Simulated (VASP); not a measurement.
# Cu (I4/mmm) in VASP: further runs

Runs on Cu. Level: PBEsol. Tasks: single point.

Everything below comes from runs of VASP 6.6.1. Logs are shortened: lines on timing, memory, paths and dates and some standing lists are left out, and cuts for length are marked.

## (1) The cell of the first run

The structure is tetragonal, space group I4/mmm (No. 139). The conventional cell has a = 2.958 Å, b = 2.958 Å, c = 2.615 Å, α = 90.00°, β = 90.00°, γ = 90.00°. Cu (site symmetry 4/mmm) has 14 Cu at 2.47 to 2.96 Å within 3.3 Å.

## (2) Single point, PBEsol (strain +0.025 along x and y, -0.050 along z)

Input file INCAR:

```
SYSTEM = Cu
PREC = Accurate ; ENCUT = 520
EDIFF = 1E-6 ; ISMEAR = 0
SIGMA = 0.15 ; LREAL = .FALSE.
LASPH = .TRUE. ; NELM = 60
ALGO = Normal ; ISIF = 2
LWAVE = .FALSE. ; LCHARG = .TRUE.
GGA = PS ; LELF = .TRUE.
LVHAR = .TRUE. ; NBANDS = 12
```

Input file KPOINTS:

```
Automatic mesh
0
G
  24 24 24
  0 0 0
```

Input file POSCAR:

```
Cu
1.0
   -1.4788631530      1.4788631530      1.3072773775
    1.4788631530     -1.4788631530      1.3072773775
    1.4788631530      1.4788631530     -1.3072773775
Cu
1
Direct
    0.0000000000      0.0000000000      0.0000000000
```

Potentials or basis: VASP PAW PBE potentials, release 64 (Cu).

Command:

```console
$ cat potpaw_PBE.64/Cu/POTCAR > POTCAR
$ mpirun -np 1 vasp_std > vasp.out
```

OUTCAR:

```text
SYSTEM = Cu
   PREC = Accurate
   ENCUT = 520
   EDIFF = 1E-6
   ISMEAR = 0
   LREAL = .FALSE.
   LASPH = .TRUE.
   NELM = 60
   ISIF = 2
   GGA = PS

 ion  position               nearest neighbor table
   1  0.000  0.000  0.000-

  LATTYP: Found a body centered tetragonal cell.
 ALAT       =     2.9577263060
 C/A-ratio  =     0.8839745414

  Lattice vectors:

 A1 = (  -1.4788631530,   1.4788631530,   1.3072773775)
 A2 = (   1.4788631530,  -1.4788631530,   1.3072773775)
 A3 = (   1.4788631530,   1.4788631530,  -1.3072773775)

Analysis of symmetry for initial positions (statically):
=====================================================================
 Subroutine PRICEL returns:
 Original cell was already a primitive cell.

 Routine SETGRP: Setting up the symmetry group for a
 body centered tetragonal supercell.

 Subroutine GETGRP returns: Found 16 space group operations
 (whereof 16 operations were pure point group operations)
 out of a pool of 16 trial point group operations.

The static configuration has the point symmetry D_4h.

Analysis of symmetry for dynamics (positions and initial velocities):
=====================================================================
 Subroutine PRICEL returns:
 Original cell was already a primitive cell.

 Routine SETGRP: Setting up the symmetry group for a
 body centered tetragonal supercell.

 Subroutine GETGRP returns: Found 16 space group operations
 (whereof 16 operations were pure point group operations)
 out of a pool of 16 trial point group operations.

The dynamic configuration has the point symmetry D_4h.

 Subroutine INISYM returns: Found 16 space group operations
 (whereof 16 operations are pure point group operations),
 and found     1 'primitive' translations

----------------------------------------------------------------------------------------

                                     Primitive cell

  volume of cell :      11.4363

  direct lattice vectors                    reciprocal lattice vectors
    -1.478863153  1.478863153  1.307277377     0.000000000  0.338097544  0.382474300
     1.478863153 -1.478863153  1.307277377     0.338097544  0.000000000  0.382474300
     1.478863153  1.478863153 -1.307277377     0.338097544  0.338097544  0.000000000

  length of vectors
     2.466383302  2.466383302  2.466383302     0.510486571  0.510486571  0.478142132

  position of ions in fractional coordinates (direct lattice)
     0.000000000  0.000000000  0.000000000

  ion indices of the primitive-cell ions
   primitive index   ion index
                 1           1

----------------------------------------------------------------------------------------

 KPOINTS: Automatic mesh

Automatic generation of k-mesh.
 Grid dimensions read from file:
 generate k-points for:   24   24   24

 Generating k-lattice:

  Cartesian coordinates                     Fractional coordinates (reciprocal lattice)
     0.000000000  0.014087398  0.015936429     0.041666667  0.000000000 -0.000000000
     0.014087398  0.000000000  0.015936429     0.000000000  0.041666667 -0.000000000
     0.014087398  0.014087398  0.000000000     0.000000000  0.000000000  0.041666667

  Length of vectors
     0.021270274  0.021270274  0.019922589

  Shift w.r.t. Gamma in fractional coordinates (k-lattice)
     0.000000000  0.000000000  0.000000000

 Subroutine IBZKPT returns following result:
 ===========================================

 Found   1063 irreducible k-points:

 Following reciprocal coordinates:
            Coordinates               Weight
  0.000000  0.000000  0.000000      1.000000
  0.041667  0.000000 -0.000000      8.000000
  0.083333  0.000000 -0.000000      8.000000
  0.125000  0.000000 -0.000000      8.000000
  0.166667  0.000000 -0.000000      8.000000
  0.208333  0.000000 -0.000000      8.000000
[... 16 lines left out ...]
  0.416667  0.041667 -0.000000     16.000000
  0.458333  0.041667 -0.000000     16.000000
 [... further k-points ...]
   k-points           NKPTS =   1063   k-points in BZ     NKDIM =   1063   number of bands    NBANDS=     12
   number of dos      NEDOS =    301   number of ions     NIONS =      1
   total plane-waves  NPLWV =   5832
   dimension x,y,z NGX =    18 NGY =   18 NGZ =   18
   dimension x,y,z NGXF=    36 NGYF=   36 NGZF=   36
   ions per type =               1
   NGX,Y,Z   is equivalent  to a cutoff of  12.13, 12.13, 12.13 a.u.
   NGXF,Y,Z  is equivalent  to a cutoff of  24.27, 24.27, 24.27 a.u.
 SYSTEM =  Cu
   PREC   = accura    normal or accurate (medium, high low for compatibility)
   ISTART =      0    job   : 0-new  1-cont  2-samecut
   ICHARG =      2    charge: 1-file 2-atom 10-const
   ISPIN  =      1    spin polarized calculation?
   LNONCOLLINEAR =      F non collinear calculations
   LSORBIT =      F    spin-orbit coupling
   LASPH  =      T    aspherical Exc in radial PAW
   ENCUT  =  520.0 eV  38.22 Ry    6.18 a.u.   4.59  4.59  4.59*2*pi/ulx,y,z
   NELM   =     60;   NELMIN=  2; NELMDL= -5     # of ELM steps
   EDIFF  = 0.1E-05   stopping-criterion for ELM
   LREAL  =      F    real-space projection
   EDIFFG = 0.1E-04   stopping-criterion for IOM
   NSW    =      0    number of steps for IOM
   IBRION =     -1    ionic relax: 0-MD 1-quasi-New 2-CG
   NFREE  =      0    steps in history (QN), initial steepest desc. (CG)
   ISIF   =      2    stress and relaxation
   ISYM   =      2    0-nonsym 1-usesym 2-fastsym
   POTIM  = 0.5000    time-step for ionic-motion
   TEBEG  =    0.0;   TEEND  =   0.0 temperature during run
   PSTRESS=    0.0 pullay stress
   NELECT =      11.0000    total number of electrons
   NUPDOWN=      -1.0000    fix difference up-down
   EMIN   =  10.00;   EMAX   =-10.00  energy-range for DOS
   EFERMI =   0.00;   METHOD = LEGACY
   ISMEAR =     0;   SIGMA  =   0.15  broadening in eV -4-tet -1-fermi 0-gaus
   EFERMI_NEDOS =   21; number of points for ismear=-14 and -15
   IALGO  =     38    algorithm
   IMIX   =      4    mixing-type and parameters
     AMIX     =   0.40;   BMIX     =  1.00
     AMIX_MAG =   1.60;   BMIX_MAG =  1.00
  volume/ion in A,a.u.               =      11.44        77.18
  Fermi-wavevector in a.u.,A,eV,Ry     =   1.616012  3.053819 35.531528  2.611494
  Thomas-Fermi vector in A             =   2.710667
   LORBIT       =      0    0 simple, 1 ext, 2 COOP (PROOUT), +10 PAW based schemes
   GGA     = PS    functional components
   LHFCALC =     F    Hartree Fock is set to
   AEXX    =    0.0000 exact exchange contribution
   IVDW    =     0    specifies the selected vdW correction
   LEPSILON=     F    determine dielectric tensor
   LRPA    =     F    only Hartree local field effects (RPA)
 non-spin polarized calculation
 Gauss-broadening in eV      SIGMA  =   0.15
  energy-cutoff  :      520.00
  volume of cell :       11.44
 maximum number of plane-waves:       322
   NGX =  9   NGY =  9   NGZ =  9

 number of electron      11.0000019 magnetization

 Free energy of the ion-electron system (eV)
  ---------------------------------------------------
  ext. energy  EPLUGINS =         0.00000000
  ---------------------------------------------------
  free energy    TOTEN  =        -4.26930184 eV

  energy without entropy =       -4.26496643  energy(sigma->0) =       -4.26713413

 E-fermi :   7.8133     XC(G=0): -13.0957

 val. band max:        7.8082663541   @ k =  -0.2500  -0.2917   0.2083
 cond. band min:       7.8151943352   @ k =   0.3333   0.0833   0.0833
 fundamental gap:      0.0069279811
 Fermi energy:         7.8133201131

 k-point     1 :       0.0000    0.0000    0.0000
  band No.  band energies     occupation
      1      -1.8274      2.00000
      2       4.2819      2.00000
      3       4.8200      2.00000
      4       4.8200      2.00000
      5       5.2986      2.00000
      6       5.8820      2.00000
      7      31.4741      0.00000
      8      31.4741      0.00000
      9      35.3750      0.00000
     10      35.4373      0.00000
     11      35.9386      0.00000
     12      37.0218      0.00000

 k-point     2 :       0.0417    0.0000   -0.0000
  band No.  band energies     occupation
      1      -1.7552      2.00000
      2       4.2921      2.00000
      3       4.8152      2.00000
      4       4.8208      2.00000
      5       5.3046      2.00000
      6       5.8699      2.00000
      7      31.2133      0.00000
      8      31.2402      0.00000
      9      34.5009      0.00000
     10      35.3805      0.00000
     11      35.9665      0.00000
     12      36.3235      0.00000

 k-point     3 :       0.0833    0.0000   -0.0000
  band No.  band energies     occupation
      1      -1.5401      2.00000
      2       4.3119      2.00000
      3       4.7976      2.00000
      4       4.8345      2.00000
      5       5.3254      2.00000
      6       5.8368      2.00000
      7      30.4935      0.00000
      8      30.6826      0.00000
      9      32.4866      0.00000
     10      34.5248      0.00000
     11      35.4823      0.00000
     12      36.1555      0.00000

 k-point     4 :       0.1250    0.0000   -0.0000
  band No.  band energies     occupation
      1      -1.1867      2.00000
      2       4.3123      2.00000
      3       4.7611      2.00000
      4       4.8903      2.00000
      5       5.3668      2.00000
      6       5.7909      2.00000
      7      29.2185      0.00000
      8      29.9941      0.00000
      9      30.5540      0.00000
     10      33.3284      0.00000
     11      34.6360      0.00000
     12      36.4799      0.00000

 k-point     5 :       0.1667    0.0000   -0.0000
  band No.  band energies     occupation
      1      -0.7039      2.00000
      2       4.2703      2.00000
      3       4.7054      2.00000
      4       5.0109      2.00000
      5       5.4316      2.00000
      6       5.7420      2.00000
      7      27.1714      0.00000
      8      29.2557      0.00000
      9      29.2866      0.00000
     10      32.1832      0.00000
     11      33.8638      0.00000
     12      36.9507      0.00000
[... 228 lines left out ...]
      1       2.1830      2.00000
      2       3.8354      2.00000
      3       5.0861      2.00000
      4       5.6115      2.00000
      5       5.9439      2.00000
      6       6.0814      2.00000
      7      17.2684      0.00000
      8      25.2586      0.00000
      9      25.6602      0.00000
     10      29.4648      0.00000
     11      32.1917      0.00000
     12      38.6704      0.00000

 k-point    22 :       0.3750    0.0417    0.0000
  band No.  band energies     occupation
      1       2.4730      2.00000
      2       3.7576      2.00000
      3       5.4632      2.00000
      4       5.7618      2.00000
      5       6.0440      2.00000
      6       6.4371      2.00000
      7      15.4488      0.00000
      8      24.7156      0.00000
      9      25.0934      0.00000
     10      29.2615      0.00000
     11      32.1033      0.00000
     12      39.2929      0.00000

 k-point    23 :       0.4167    0.0417   -0.0000
  band No.  band energies     occupation
      1       2.5978      2.00000
      2       3.7035      2.00000
      3       5.5411      2.00000
      4       5.9652      2.00000
      5       6.1907      2.00000
      6       7.0564      2.00000
      7      13.9272      0.00000
      8      24.2761      0.00000
      9      24.7525      0.00000
     10      29.1411      0.00000
     11      32.0768      0.00000
     12      39.8997      0.00000

 k-point    24 :       0.4583    0.0417   -0.0000
  band No.  band energies     occupation
      1       2.6386      2.00000
      2       3.6767      2.00000
      3       5.5651      2.00000
      4       6.0037      2.00000
      5       6.2908      2.00000
      6       7.6316      1.91330
      7      12.9834      0.00000
      8      23.9874      0.00000
      9      24.6147      0.00000
     10      29.1001      0.00000
     11      32.0997      0.00000
     12      40.4723      0.00000

 [... further k-points ...]
[... 5 lines left out ...]
  --------------------------------------------------------------------------------------
  -------------------------------------------------------------------------------------
  Total       -0.0453940     -0.0453940      0.0921009      0.0000000     -0.0000000      0.0000000
  in kB       -6.3595352     -6.3595352     12.9030054      0.0000000     -0.0000000      0.0000000
  external PRESSURE =       0.0613116 kB  Pullay stress =       0.0000000 kB

 VOLUME and BASIS-vectors are now :
 -----------------------------------------------------------------------------
  energy-cutoff  :      520.00
  volume of cell :       11.44
      direct lattice vectors                 reciprocal lattice vectors
    -1.478863153  1.478863153  1.307277377     0.000000000  0.338097544  0.382474300
     1.478863153 -1.478863153  1.307277377     0.338097544  0.000000000  0.382474300
     1.478863153  1.478863153 -1.307277377     0.338097544  0.338097544  0.000000000

 POSITION                                       TOTAL-FORCE (eV/Angst)
 -----------------------------------------------------------------------------------
      0.00000      0.00000      0.00000        -0.000000      0.000000      0.000000
 -----------------------------------------------------------------------------------
    total drift:                                0.000000      0.000000      0.000000

  FREE ENERGIE OF THE ION-ELECTRON SYSTEM (eV)
  ---------------------------------------------------
  free  energy   TOTEN  =        -4.2693018354 eV

  energy  without entropy=       -4.2649664265  energy(sigma->0) =       -4.26713413
```

Run time: 86 s. Hardware: 1 thread of Intel Xeon Platinum 8259CL at 2.50GHz (Skylake/Cascade Lake), shared host; peak memory 0.24 GiB.

What came out:

- Free energy: -4.2693 eV
- Pressure: 0.0 GPa

Caveat: the cell differs from its parent crystal (strain +0.025 along x and y, -0.050 along z); the PAW data sets were made with another functional, which shifts forces and pressure a little.

## (3) Single point, PBEsol (strain +0.000 along x and y, -0.050 along z)

Input file INCAR:

```
PREC = Accurate
ENCUT = 520
EDIFF = 1E-7
ISMEAR = 0
SIGMA = 0.15
LREAL = False
LASPH = True
NELM = 60
ALGO = Normal
ISIF = 2
LWAVE = False
LCHARG = True
GGA = PS
LELF = True
LVHAR = True
NBANDS = 12
```

Input file KPOINTS:

```
regular mesh
0
Gamma
  24 24 24
```

Input file POSCAR:

```
Cu
1.0
   -1.4427933200      1.4427933200      1.3072773775
    1.4427933200     -1.4427933200      1.3072773775
    1.4427933200      1.4427933200     -1.3072773775
Cu
1
Direct
    0.0000000000      0.0000000000      0.0000000000
```

Potentials or basis: VASP PAW PBE potentials, release 64 (Cu).

Command:

```console
$ cat potpaw_PBE.64/Cu/POTCAR > POTCAR
$ mpirun -np 1 vasp_std > vasp.out
```

Wall time 2.8 min (1 thread of AMD EPYC 7R13, shared host); peak memory 0.21 GiB.

Results (log left out):

* Free energy: -4.2565 eV
* Pressure: 8.8 GPa

Stress tensor (GPa, compression positive):
```
8.32 0.00 0.00
0.00 8.32 0.00
0.00 0.00 9.82
```

Levels at points of the mesh, in eV from the Fermi level:
```tsv
k point	band 4	band 5	band 6	band 7	band 8	band 9
(0.00, 0.00, 0.00)	-3.21	-2.54	-2.04	24.61	24.61	27.59
(0.50, 0.00, 0.00)	-1.88	-1.42	-0.54	5.21	17.35	17.61
(0.50, 0.50, 0.00)	-2.23	-1.46	-1.36	4.06	20.01	20.76
(0.50, 0.50, 0.50)	-1.64	-1.53	7.25	7.25	11.30	13.21
```

Caveat: the cell differs from its parent crystal (strain +0.000 along x and y, -0.050 along z); the PAW data sets were made with another functional, which shifts forces and pressure a little.
